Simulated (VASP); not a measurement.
# Pb (Im-3m) in VASP: further runs

The runs below take Pb through single point, relaxation of cell and atoms, with PBEsol.

Program: VASP 6.6.1. These are calculated values, not measurements. Logs are shortened: lines on timing, memory, paths and dates and some standing lists are left out, and cuts for length are marked.

### Step 1. The cell of the first run

It takes space group Im-3m (No. 229, cubic). Conventional cell: a = 4.062 Å, b = 4.062 Å, c = 4.062 Å, α = 90.00°, β = 90.00°, γ = 90.00°. Within 4.6 Å of Pb (site symmetry m-3m) lie 14 Pb at 3.52 to 4.06 Å.

### Step 2. Single point, PBEsol (volume scaled by 1.12)

File INCAR:

```
SYSTEM = Pb
PREC = Accurate
ENCUT = 520
EDIFF = 1E-6
ISMEAR = -1
SIGMA = 0.1
LREAL = .FALSE.
LASPH = .TRUE.
NELM = 80
ALGO = Normal
ISIF = 2
LWAVE = .FALSE.
LCHARG = .TRUE.
GGA = PS
LELF = .TRUE.
LVHAR = .TRUE.
NBANDS = 13
```

File KPOINTS:

```
Automatic mesh
0
G
  13 13 13
  0 0 0
```

File POSCAR:

```
Pb
1.0
   -2.0309054076      2.0309054076      2.0309054076
    2.0309054076     -2.0309054076      2.0309054076
    2.0309054076      2.0309054076     -2.0309054076
Pb
1
Direct
    0.0000000000      0.0000000000      0.0000000000
```

Potentials or basis: VASP PAW PBE potentials, release 64 (Pb_d).

Run with:

```console
$ cat potpaw_PBE.64/Pb_d/POTCAR > POTCAR
$ mpirun -np 1 vasp_std > vasp.out
```

OUTCAR:

```text
SYSTEM = Pb
   PREC = Accurate
   ENCUT = 520
   EDIFF = 1E-6
   ISMEAR = -1
   LREAL = .FALSE.
   LASPH = .TRUE.
   NELM = 80
   ISIF = 2
   GGA = PS

 ion  position               nearest neighbor table
   1  0.000  0.000  0.000-

  LATTYP: Found a body centered cubic cell.
 ALAT       =     4.0618108152

  Lattice vectors:

 A1 = (  -2.0309054076,   2.0309054076,   2.0309054076)
 A2 = (   2.0309054076,  -2.0309054076,   2.0309054076)
 A3 = (   2.0309054076,   2.0309054076,  -2.0309054076)

Analysis of symmetry for initial positions (statically):
=====================================================================
 Subroutine PRICEL returns:
 Original cell was already a primitive cell.

 Routine SETGRP: Setting up the symmetry group for a
 body centered cubic supercell.

 Subroutine GETGRP returns: Found 48 space group operations
 (whereof 48 operations were pure point group operations)
 out of a pool of 48 trial point group operations.

The static configuration has the point symmetry O_h .

Analysis of symmetry for dynamics (positions and initial velocities):
=====================================================================
 Subroutine PRICEL returns:
 Original cell was already a primitive cell.

 Routine SETGRP: Setting up the symmetry group for a
 body centered cubic supercell.

 Subroutine GETGRP returns: Found 48 space group operations
 (whereof 48 operations were pure point group operations)
 out of a pool of 48 trial point group operations.

The dynamic configuration has the point symmetry O_h .

 Subroutine INISYM returns: Found 48 space group operations
 (whereof 48 operations are pure point group operations),
 and found     1 'primitive' translations

----------------------------------------------------------------------------------------

                                     Primitive cell

  volume of cell :      33.5065

  direct lattice vectors                    reciprocal lattice vectors
    -2.030905408  2.030905408  2.030905408     0.000000000  0.246195612  0.246195612
     2.030905408 -2.030905408  2.030905408     0.246195612  0.000000000  0.246195612
     2.030905408  2.030905408 -2.030905408     0.246195612  0.246195612  0.000000000

  length of vectors
     3.517631351  3.517631351  3.517631351     0.348173174  0.348173174  0.348173174

  position of ions in fractional coordinates (direct lattice)
     0.000000000  0.000000000  0.000000000

  ion indices of the primitive-cell ions
   primitive index   ion index
                 1           1

----------------------------------------------------------------------------------------

 KPOINTS: Automatic mesh

Automatic generation of k-mesh.
 Grid dimensions read from file:
 generate k-points for:   13   13   13

 Generating k-lattice:

  Cartesian coordinates                     Fractional coordinates (reciprocal lattice)
     0.000000000  0.018938124  0.018938124     0.076923077  0.000000000  0.000000000
     0.018938124  0.000000000  0.018938124     0.000000000  0.076923077  0.000000000
     0.018938124  0.018938124  0.000000000     0.000000000  0.000000000  0.076923077

  Length of vectors
     0.026782552  0.026782552  0.026782552

  Shift w.r.t. Gamma in fractional coordinates (k-lattice)
     0.000000000  0.000000000  0.000000000

 Subroutine IBZKPT returns following result:
 ===========================================

 Found     84 irreducible k-points:

 Following reciprocal coordinates:
            Coordinates               Weight
  0.000000  0.000000  0.000000      1.000000
  0.076923  0.000000  0.000000     12.000000
  0.153846  0.000000  0.000000     12.000000
  0.230769  0.000000  0.000000     12.000000
  0.307692  0.000000  0.000000     12.000000
  0.384615  0.000000  0.000000     12.000000
[... 16 lines left out ...]
  0.153846  0.076923  0.076923     24.000000
  0.230769  0.076923  0.076923     24.000000
 [... further k-points ...]
   k-points           NKPTS =     84   k-points in BZ     NKDIM =     84   number of bands    NBANDS=     13
   number of dos      NEDOS =    301   number of ions     NIONS =      1
   total plane-waves  NPLWV =  21952
   dimension x,y,z NGX =    28 NGY =   28 NGZ =   28
   dimension x,y,z NGXF=    56 NGYF=   56 NGZF=   56
   ions per type =               1
   NGX,Y,Z   is equivalent  to a cutoff of  13.23, 13.23, 13.23 a.u.
   NGXF,Y,Z  is equivalent  to a cutoff of  26.47, 26.47, 26.47 a.u.
 SYSTEM =  Pb
   PREC   = accura    normal or accurate (medium, high low for compatibility)
   ISTART =      0    job   : 0-new  1-cont  2-samecut
   ICHARG =      2    charge: 1-file 2-atom 10-const
   ISPIN  =      1    spin polarized calculation?
   LNONCOLLINEAR =      F non collinear calculations
   LSORBIT =      F    spin-orbit coupling
   LASPH  =      T    aspherical Exc in radial PAW
   ENCUT  =  520.0 eV  38.22 Ry    6.18 a.u.   6.54  6.54  6.54*2*pi/ulx,y,z
   NELM   =     80;   NELMIN=  2; NELMDL= -5     # of ELM steps
   EDIFF  = 0.1E-05   stopping-criterion for ELM
   LREAL  =      F    real-space projection
   EDIFFG = 0.1E-04   stopping-criterion for IOM
   NSW    =      0    number of steps for IOM
   IBRION =     -1    ionic relax: 0-MD 1-quasi-New 2-CG
   NFREE  =      0    steps in history (QN), initial steepest desc. (CG)
   ISIF   =      2    stress and relaxation
   ISYM   =      2    0-nonsym 1-usesym 2-fastsym
   POTIM  = 0.5000    time-step for ionic-motion
   TEBEG  =    0.0;   TEEND  =   0.0 temperature during run
   PSTRESS=    0.0 pullay stress
   NELECT =      14.0000    total number of electrons
   NUPDOWN=      -1.0000    fix difference up-down
   EMIN   =  10.00;   EMAX   =-10.00  energy-range for DOS
   EFERMI =   0.00;   METHOD = LEGACY
   ISMEAR =    -1;   SIGMA  =   0.10  broadening in eV -4-tet -1-fermi 0-gaus
   EFERMI_NEDOS =   21; number of points for ismear=-14 and -15
   IALGO  =     38    algorithm
   IMIX   =      4    mixing-type and parameters
     AMIX     =   0.40;   BMIX     =  1.00
     AMIX_MAG =   1.60;   BMIX_MAG =  1.00
  volume/ion in A,a.u.               =      33.51       226.11
  Fermi-wavevector in a.u.,A,eV,Ry     =   1.223887  2.312810 20.380142  1.497898
  Thomas-Fermi vector in A             =   2.358981
   LORBIT       =      0    0 simple, 1 ext, 2 COOP (PROOUT), +10 PAW based schemes
   GGA     = PS    functional components
   LHFCALC =     F    Hartree Fock is set to
   AEXX    =    0.0000 exact exchange contribution
   IVDW    =     0    specifies the selected vdW correction
   LEPSILON=     F    determine dielectric tensor
   LRPA    =     F    only Hartree local field effects (RPA)
 non-spin polarized calculation
  energy-cutoff  :      520.00
  volume of cell :       33.51
 maximum number of plane-waves:       935
 NGX is ok and might be reduce to    28
   NGX = 13   NGY = 13   NGZ = 13

 number of electron      14.0000000 magnetization

 Free energy of the ion-electron system (eV)
  ---------------------------------------------------
  ext. energy  EPLUGINS =         0.00000000
  ---------------------------------------------------
  free energy    TOTEN  =        -3.92131362 eV

  energy without entropy =       -3.90198633  energy(sigma->0) =       -3.91164998

 E-fermi :   6.0405     XC(G=0):  -9.8736

 val. band max:        6.0028584347   @ k =   0.3077   0.2308   0.0000
 cond. band min:       6.0892058120   @ k =  -0.4615   0.4615   0.3846
 fundamental gap:      0.0863473773
 Fermi energy:         6.0405143876

 k-point     1 :       0.0000    0.0000    0.0000
  band No.  band energies     occupation
      1     -10.9432      2.00000
      2     -10.9432      2.00000
      3     -10.9432      2.00000
      4     -10.7608      2.00000
      5     -10.7608      2.00000
      6      -5.0968      2.00000
      7      12.8286      0.00000
      8      12.8286      0.00000
      9      12.8286      0.00000
     10      16.4225      0.00000
     11      16.9778      0.00000
     12      16.9778      0.00000
     13      16.9778      0.00000

 k-point     2 :       0.0769    0.0000    0.0000
  band No.  band energies     occupation
      1     -10.9467      2.00000
      2     -10.9383      2.00000
      3     -10.9270      2.00000
      4     -10.7648      2.00000
      5     -10.7613      2.00000
      6      -4.9887      2.00000
      7      11.6742      0.00000
      8      12.4783      0.00000
      9      12.7047      0.00000
     10      16.0756      0.00000
     11      16.5782      0.00000
     12      16.8299      0.00000
     13      17.2855      0.00000

 k-point     3 :       0.1538    0.0000    0.0000
  band No.  band energies     occupation
      1     -10.9565      2.00000
      2     -10.9268      2.00000
      3     -10.8818      2.00000
      4     -10.7747      2.00000
      5     -10.7624      2.00000
      6      -4.6654      2.00000
      7       9.5868      0.00000
      8      11.6871      0.00000
      9      12.3554      0.00000
     10      15.0072      0.00000
     11      15.9446      0.00000
     12      16.7823      0.00000
     13      18.2954      0.00000

 k-point     4 :       0.2308    0.0000    0.0000
  band No.  band energies     occupation
      1     -10.9703      2.00000
      2     -10.9167      2.00000
      3     -10.8172      2.00000
      4     -10.7840      2.00000
      5     -10.7639      2.00000
      6      -4.1339      2.00000
      7       7.4281      0.00000
      8      10.8153      0.00000
      9      11.8806      0.00000
     10      14.1920      0.00000
     11      15.3952      0.00000
     12      17.0920      0.00000
     13      18.8292      0.00000

 k-point     5 :       0.3077    0.0000    0.0000
  band No.  band energies     occupation
      1     -10.9849      2.00000
      2     -10.9165      2.00000
      3     -10.7851      2.00000
      4     -10.7654      2.00000
      5     -10.7474      2.00000
      6      -3.4189      2.00000
      7       5.4230      1.99585
      8      10.0574      0.00000
      9      11.4178      0.00000
     10      13.6148      0.00000
     11      14.9789      0.00000
     12      17.7057      0.00000
     13      19.2915      0.00000
[... 257 lines left out ...]
 k-point    22 :       0.0769    0.0769    0.0769
  band No.  band energies     occupation
      1     -10.9470      2.00000
      2     -10.9470      2.00000
      3     -10.8471      2.00000
      4     -10.7700      2.00000
      5     -10.7700      2.00000
      6      -4.4515      2.00000
      7       8.7586      0.00000
      8      11.2485      0.00000
      9      11.2485      0.00000
     10      16.0895      0.00000
     11      16.0895      0.00000
     12      17.6051      0.00000
     13      17.8027      0.00000

 k-point    23 :       0.1538    0.0769    0.0769
  band No.  band energies     occupation
      1     -10.9606      2.00000
      2     -10.9343      2.00000
      3     -10.7949      2.00000
      4     -10.7780      2.00000
      5     -10.7682      2.00000
      6      -3.9263      2.00000
      7       7.0976      0.00005
      8       9.9071      0.00000
      9      10.6171      0.00000
     10      15.9147      0.00000
     11      16.4451      0.00000
     12      17.7412      0.00000
     13      18.6045      0.00000

 k-point    24 :       0.2308    0.0769    0.0769
  band No.  band energies     occupation
      1     -10.9739      2.00000
      2     -10.9214      2.00000
      3     -10.7828      2.00000
      4     -10.7672      2.00000
      5     -10.7430      2.00000
      6      -3.2269      2.00000
      7       5.3957      1.99684
      8       8.8782      0.00000
      9      10.0831      0.00000
     10      15.4634      0.00000
     11      16.5088      0.00000
     12      18.0718      0.00000
     13      19.3643      0.00000

 [... further k-points ...]

------------------------ aborting loop because EDIFF is reached ----------------------------------------

  FORCE on cell =-STRESS in cart. coord.  units (eV):
  Direction    XX          YY          ZZ          XY          YZ          ZX
  --------------------------------------------------------------------------------------
  -------------------------------------------------------------------------------------
  Total       -0.8457513     -0.8457513     -0.8457513      0.0000000     -0.0000000      0.0000000
  in kB      -40.4412121    -40.4412121    -40.4412121      0.0000000     -0.0000000      0.0000000
  external PRESSURE =     -40.4412121 kB  Pullay stress =       0.0000000 kB

 VOLUME and BASIS-vectors are now :
 -----------------------------------------------------------------------------
  energy-cutoff  :      520.00
  volume of cell :       33.51
      direct lattice vectors                 reciprocal lattice vectors
    -2.030905408  2.030905408  2.030905408     0.000000000  0.246195612  0.246195612
     2.030905408 -2.030905408  2.030905408     0.246195612  0.000000000  0.246195612
     2.030905408  2.030905408 -2.030905408     0.246195612  0.246195612  0.000000000

 POSITION                                       TOTAL-FORCE (eV/Angst)
 -----------------------------------------------------------------------------------
      0.00000      0.00000      0.00000        -0.000000      0.000000      0.000000
 -----------------------------------------------------------------------------------
    total drift:                               -0.000000     -0.000000     -0.000000

  FREE ENERGIE OF THE ION-ELECTRON SYSTEM (eV)
  ---------------------------------------------------
  free  energy   TOTEN  =        -3.9213136230 eV

  energy  without entropy=       -3.9019863327  energy(sigma->0) =       -3.91164998
```

Wall time 30 s (1 thread of Intel Xeon Platinum 8259CL at 2.50GHz (Skylake/Cascade Lake), shared host); peak memory 0.17 GiB.

What came out:

```yaml
Free_energy: -3.9213 eV
Pressure: -4.0 GPa
Band_gap_on_the_k_mesh: zero (band 7 reaches 12.83 eV, above the bottom of band 8 at 4.34 eV)
```

Caveat: the PAW data sets were made with another functional, which shifts forces and pressure a little; spin-orbit coupling is left out, which moves the levels of the heavy elements.

(Continued in part 2 of 2.)
